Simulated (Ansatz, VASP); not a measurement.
**GaSe3: VASP beside Ansatz**

```
Ga Se
1.0
    -3.87212    3.87212    3.06377
     3.87212   -3.87212    3.06377
     3.87212    3.87212   -3.06377
Ga Se
2 6
Direct
  0.25000 0.75000 0.50000
  0.75000 0.25000 0.50000
  0.25000 0.25000 0.00000
  0.75000 0.75000 0.00000
  0.67554 0.17554 0.85108
  0.32446 0.82446 0.14892
  0.17554 0.32446 0.50000
  0.82446 0.67554 0.50000
```

Change from the starting cell: species swapped into the AlPt3 type (I4/mcm, No. 140).

Alike in both runs: functional PBE; k mesh 8 × 8 × 8; occupations gaussian, width 0.1 eV; no spin polarisation.

Ansatz relaxed the structure, and its values are those at the end. VASP's run is a single point on that final structure, the one shown.

|  | VASP | Ansatz |
| --- | --- | --- |
| version | VASP 6.6.1 | Ansatz 0.2.0 |
| potentials or method | VASP PAW PBE potentials, release 64 (Ga_d, Se), cutoff 520 eV | scalar-relativistic, plane waves, PAW |
| valence electrons in the cell | 62 | 122 |

```tsv
	VASP	Ansatz	Ansatz less VASP
gap on the k mesh at the Fermi level (eV)	none	none	-
pressure (GPa)	0.1	0.0	-0.09
rms of the force components (eV/Å)	0.009	0.001	-0.0075
```

A gap of «none» marks a metal or a gap that the smearing closes. With one functional, cell and mesh, what is left measures potentials, basis and numerics. VASP's potentials hold 62 valence electrons a cell and Ansatz's 122, so a difference there can come from the potentials and not from the codes.
